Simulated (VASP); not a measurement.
# Ca (Immm) in VASP: further runs

Runs on Ca. Level: PBEsol. Tasks: single point.

Program: VASP 6.6.1. These are calculated values, not measurements. Logs are shortened: lines on timing, memory, paths and dates and some standing lists are left out, and cuts for length are marked.

**1. The cell of the first run**

The typed cell holds 1 atom: a = 3.855 Å, b = 3.855 Å, c = 3.855 Å, α = 119.97°, β = 119.95°, γ = 90.07°.

**2. Single point, PBEsol**

Input file INCAR:

```
PREC     = Accurate       # precision mode
ENCUT    = 520            # plane-wave cutoff, eV
EDIFF    = 1E-6           # SCF threshold, eV
ISMEAR   = 0              # smearing method
SIGMA    = 0.1            # smearing width, eV
LREAL    = F              # projectors in reciprocal space
LASPH    = T              # aspherical terms in the spheres
NELM     = 100            # most SCF steps
ALGO     = Normal         # electronic algorithm
ISIF     = 2              # what is computed and relaxed
LWAVE    = F              # write WAVECAR
LCHARG   = F              # write CHGCAR
GGA      = PS             # functional
NBANDS   = 11             # bands
```

Input file KPOINTS:

```
Automatic mesh
0
Gamma
  14 14 14
```

Input file POSCAR:

```
Ca
1.0
   -1.9282173843      1.9287900696      2.7241535604
    1.9282173843     -1.9287900696      2.7241535604
    1.9282173843      1.9287900696     -2.7241535604
Ca
1
Direct
    0.5000000000      0.5000000000      0.0000000000
```

Potentials or basis: VASP PAW PBE potentials, release 64 (Ca_sv).

Command:

```sh
> cat potpaw_PBE.64/Ca_sv/POTCAR > POTCAR
> mpirun -np 1 vasp_std > vasp.out
```

OUTCAR:

```text
PREC = Accurate
   ENCUT = 520
   EDIFF = 1E-6
   ISMEAR = 0
   LREAL = F
   LASPH = T
   NELM = 100
   ISIF = 2
   GGA = PS

 ion  position               nearest neighbor table
   1  0.500  0.500  0.000-

  LATTYP: Found a body centered orthorhombic cell.
 ALAT       =     3.8564347686
 B/A-ratio  =     1.0002970025
 C/A-ratio  =     1.4127834250

  Lattice vectors:

 A1 = (  -1.9282173843,   1.9287900696,   2.7241535604)
 A2 = (   1.9282173843,  -1.9287900696,   2.7241535604)
 A3 = (   1.9282173843,   1.9287900696,  -2.7241535604)

Analysis of symmetry for initial positions (statically):
=====================================================================
 Subroutine PRICEL returns:
 Original cell was already a primitive cell.

 Routine SETGRP: Setting up the symmetry group for a
 body centered orthorhombic supercell.

 Subroutine GETGRP returns: Found  8 space group operations
 (whereof  8 operations were pure point group operations)
 out of a pool of  8 trial point group operations.

The static configuration has the point symmetry D_2h.

Analysis of symmetry for dynamics (positions and initial velocities):
=====================================================================
 Subroutine PRICEL returns:
 Original cell was already a primitive cell.

 Routine SETGRP: Setting up the symmetry group for a
 body centered orthorhombic supercell.

 Subroutine GETGRP returns: Found  8 space group operations
 (whereof  8 operations were pure point group operations)
 out of a pool of  8 trial point group operations.

The dynamic configuration has the point symmetry D_2h.

 Subroutine INISYM returns: Found  8 space group operations
 (whereof  8 operations are pure point group operations),
 and found     1 'primitive' translations

----------------------------------------------------------------------------------------

                                     Primitive cell

  volume of cell :      40.5259

  direct lattice vectors                    reciprocal lattice vectors
    -1.928217384  1.928790070  2.724153560     0.000000000  0.259229871  0.183543251
     1.928217384 -1.928790070  2.724153560     0.259306862  0.000000000  0.183543251
     1.928217384  1.928790070 -2.724153560     0.259306862  0.259229871  0.000000000

  length of vectors
     3.854771852  3.854771852  3.854771852     0.317629109  0.317691948  0.366660844

  position of ions in fractional coordinates (direct lattice)
     0.500000000  0.500000000  0.000000000

  ion indices of the primitive-cell ions
   primitive index   ion index
                 1           1

----------------------------------------------------------------------------------------

 KPOINTS: Automatic mesh

Automatic generation of k-mesh.
 Grid dimensions read from file:
 generate k-points for:   14   14   14

 Generating k-lattice:

  Cartesian coordinates                     Fractional coordinates (reciprocal lattice)
     0.000000000  0.018516419  0.013110232     0.071428571 -0.000000000  0.000000000
     0.018521919  0.000000000  0.013110232     0.000000000  0.071428571  0.000000000
     0.018521919  0.018516419  0.000000000     0.000000000 -0.000000000  0.071428571

  Length of vectors
     0.022687793  0.022692282  0.026190060

  Shift w.r.t. Gamma in fractional coordinates (k-lattice)
     0.000000000  0.000000000  0.000000000

 Subroutine IBZKPT returns following result:
 ===========================================

 Found    428 irreducible k-points:

 Following reciprocal coordinates:
            Coordinates               Weight
  0.000000  0.000000  0.000000      1.000000
  0.071429  0.000000  0.000000      4.000000
  0.142857  0.000000  0.000000      4.000000
  0.214286  0.000000  0.000000      4.000000
  0.285714  0.000000  0.000000      4.000000
  0.357143  0.000000  0.000000      4.000000
[... 16 lines left out ...]
  0.000000  0.142857 -0.000000      4.000000
  0.071429  0.142857 -0.000000      8.000000
 [... further k-points ...]
   k-points           NKPTS =    428   k-points in BZ     NKDIM =    428   number of bands    NBANDS=     11
   number of dos      NEDOS =    301   number of ions     NIONS =      1
   total plane-waves  NPLWV =  27000
   dimension x,y,z NGX =    30 NGY =   30 NGZ =   30
   dimension x,y,z NGXF=    60 NGYF=   60 NGZF=   60
   ions per type =               1
   NGX,Y,Z   is equivalent  to a cutoff of  12.94, 12.94, 12.94 a.u.
   NGXF,Y,Z  is equivalent  to a cutoff of  25.88, 25.88, 25.88 a.u.
 SYSTEM =  unknown system
   PREC   = accura    normal or accurate (medium, high low for compatibility)
   ISTART =      0    job   : 0-new  1-cont  2-samecut
   ICHARG =      2    charge: 1-file 2-atom 10-const
   ISPIN  =      1    spin polarized calculation?
   LNONCOLLINEAR =      F non collinear calculations
   LSORBIT =      F    spin-orbit coupling
   LASPH  =      T    aspherical Exc in radial PAW
   ENCUT  =  520.0 eV  38.22 Ry    6.18 a.u.   7.17  7.17  7.17*2*pi/ulx,y,z
   NELM   =    100;   NELMIN=  2; NELMDL= -5     # of ELM steps
   EDIFF  = 0.1E-05   stopping-criterion for ELM
   LREAL  =      F    real-space projection
   EDIFFG = 0.1E-04   stopping-criterion for IOM
   NSW    =      0    number of steps for IOM
   IBRION =     -1    ionic relax: 0-MD 1-quasi-New 2-CG
   NFREE  =      0    steps in history (QN), initial steepest desc. (CG)
   ISIF   =      2    stress and relaxation
   ISYM   =      2    0-nonsym 1-usesym 2-fastsym
   POTIM  = 0.5000    time-step for ionic-motion
   TEBEG  =    0.0;   TEEND  =   0.0 temperature during run
   PSTRESS=    0.0 pullay stress
   NELECT =      10.0000    total number of electrons
   NUPDOWN=      -1.0000    fix difference up-down
   EMIN   =  10.00;   EMAX   =-10.00  energy-range for DOS
   EFERMI =   0.00;   METHOD = LEGACY
   ISMEAR =     0;   SIGMA  =   0.10  broadening in eV -4-tet -1-fermi 0-gaus
   EFERMI_NEDOS =   21; number of points for ismear=-14 and -15
   IALGO  =     38    algorithm
   IMIX   =      4    mixing-type and parameters
     AMIX     =   0.40;   BMIX     =  1.00
     AMIX_MAG =   1.60;   BMIX_MAG =  1.00
  volume/ion in A,a.u.               =      40.53       273.48
  Fermi-wavevector in a.u.,A,eV,Ry     =   1.026827  1.940422 14.345628  1.054374
  Thomas-Fermi vector in A             =   2.160740
   LORBIT       =      0    0 simple, 1 ext, 2 COOP (PROOUT), +10 PAW based schemes
   GGA     = PS    functional components
   LHFCALC =     F    Hartree Fock is set to
   AEXX    =    0.0000 exact exchange contribution
   IVDW    =     0    specifies the selected vdW correction
   LEPSILON=     F    determine dielectric tensor
   LRPA    =     F    only Hartree local field effects (RPA)
 non-spin polarized calculation
 Gauss-broadening in eV      SIGMA  =   0.10
  energy-cutoff  :      520.00
  volume of cell :       40.53
 maximum number of plane-waves:      1108
 NGX is ok and might be reduce to    30
   NGX = 15   NGY = 15   NGZ = 15

 number of electron      10.0000002 magnetization

 Free energy of the ion-electron system (eV)
  ---------------------------------------------------
  ext. energy  EPLUGINS =         0.00000000
  ---------------------------------------------------
  free energy    TOTEN  =        -2.13737851 eV

  energy without entropy =       -2.13034166  energy(sigma->0) =       -2.13386009

 E-fermi :   2.0440     XC(G=0):  -7.9399

 val. band max:        2.0433050073   @ k =  -0.2143   0.5000   0.0714
 cond. band min:       2.0622856032   @ k =   0.3571  -0.3571   0.3571
 fundamental gap:      0.0189805959
 Fermi energy:         2.0440335216

 k-point     1 :       0.0000    0.0000    0.0000
  band No.  band energies     occupation
      1     -39.6976      2.00000
      2     -20.6839      2.00000
      3     -20.6839      2.00000
      4     -20.6837      2.00000
      5      -2.0554      2.00000
      6       4.4270      0.00000
      7       4.4290      0.00000
      8       4.4335      0.00000
      9       5.5581      0.00000
     10       5.5652      0.00000
     11      11.3549      0.00000

 k-point     2 :       0.0714    0.0000    0.0000
  band No.  band energies     occupation
      1     -39.6967      2.00000
      2     -20.6921      2.00000
      3     -20.6850      2.00000
      4     -20.6849      2.00000
      5      -1.9648      2.00000
      6       4.3298      0.00000
      7       4.4645      0.00000
      8       4.4668      0.00000
      9       5.5267      0.00000
     10       5.5335      0.00000
     11      11.4746      0.00000

 k-point     3 :       0.1429    0.0000    0.0000
  band No.  band energies     occupation
      1     -39.6944      2.00000
      2     -20.7151      2.00000
      3     -20.6882      2.00000
      4     -20.6880      2.00000
      5      -1.6978      2.00000
      6       4.0627      0.00000
      7       4.5450      0.00000
      8       4.5477      0.00000
      9       5.4703      0.00000
     10       5.4760      0.00000
     11      11.3865      0.00000

 k-point     4 :       0.2143    0.0000    0.0000
  band No.  band energies     occupation
      1     -39.6910      2.00000
      2     -20.7482      2.00000
      3     -20.6927      2.00000
      4     -20.6925      2.00000
      5      -1.2694      2.00000
      6       3.6898      0.00000
      7       4.5878      0.00000
      8       4.5915      0.00000
      9       5.4961      0.00000
     10       5.4995      0.00000
     11      10.2712      0.00000
[... 239 lines left out ...]
 k-point    22 :      -0.0714    0.0714   -0.0000
  band No.  band energies     occupation
      1     -39.6965      2.00000
      2     -20.6920      2.00000
      3     -20.6868      2.00000
      4     -20.6867      2.00000
      5      -1.9348      2.00000
      6       4.3003      0.00000
      7       4.4770      0.00000
      8       4.4821      0.00000
      9       5.4360      0.00000
     10       5.5959      0.00000
     11      11.5235      0.00000

 k-point    23 :       0.0000    0.1429   -0.0000
  band No.  band energies     occupation
      1     -39.6944      2.00000
      2     -20.7152      2.00000
      3     -20.6881      2.00000
      4     -20.6880      2.00000
      5      -1.6977      2.00000
      6       4.0638      0.00000
      7       4.5432      0.00000
      8       4.5488      0.00000
      9       5.4699      0.00000
     10       5.4757      0.00000
     11      11.3902      0.00000

 k-point    24 :       0.0714    0.1429   -0.0000
  band No.  band energies     occupation
      1     -39.6927      2.00000
      2     -20.7283      2.00000
      3     -20.6959      2.00000
      4     -20.6881      2.00000
      5      -1.4943      2.00000
      6       3.9018      0.00000
      7       4.5298      0.00000
      8       4.6397      0.00000
      9       5.2883      0.00000
     10       5.6062      0.00000
     11      11.0705      0.00000

 [... further k-points ...]
[... 5 lines left out ...]
  --------------------------------------------------------------------------------------
  -------------------------------------------------------------------------------------
  Total        0.0044641      0.0022447      0.0058374      0.0000000      0.0000000      0.0000000
  in kB        0.1764853      0.0887436      0.2307807      0.0000000      0.0000000      0.0000000
  external PRESSURE =       0.1653366 kB  Pullay stress =       0.0000000 kB

 VOLUME and BASIS-vectors are now :
 -----------------------------------------------------------------------------
  energy-cutoff  :      520.00
  volume of cell :       40.53
      direct lattice vectors                 reciprocal lattice vectors
    -1.928217384  1.928790070  2.724153560     0.000000000  0.259229871  0.183543251
     1.928217384 -1.928790070  2.724153560     0.259306862  0.000000000  0.183543251
     1.928217384  1.928790070 -2.724153560     0.259306862  0.259229871  0.000000000

 POSITION                                       TOTAL-FORCE (eV/Angst)
 -----------------------------------------------------------------------------------
      0.00000      0.00000      2.72415        -0.000000     -0.000000     -0.000000
 -----------------------------------------------------------------------------------
    total drift:                                0.000000     -0.000000      0.000000

  FREE ENERGIE OF THE ION-ELECTRON SYSTEM (eV)
  ---------------------------------------------------
  free  energy   TOTEN  =        -2.1373785144 eV

  energy  without entropy=       -2.1303416634  energy(sigma->0) =       -2.13386009
```

It took 2.1 min on 1 thread of Intel Xeon Platinum 8259CL at 2.50GHz (Skylake/Cascade Lake), shared host; peak memory 0.31 GiB.

What came out:

| Property | Result |
| --- | --- |
| Free energy | -2.1374 eV |
| Pressure | 0.0 GPa |
| Band gap on the k mesh | zero (band 5 reaches 2.18 eV, above the bottom of band 6 at 1.93 eV) |

Caveat: the PAW data sets were made with another functional, which shifts forces and pressure a little.

(Part 1 of 2 ends here.)
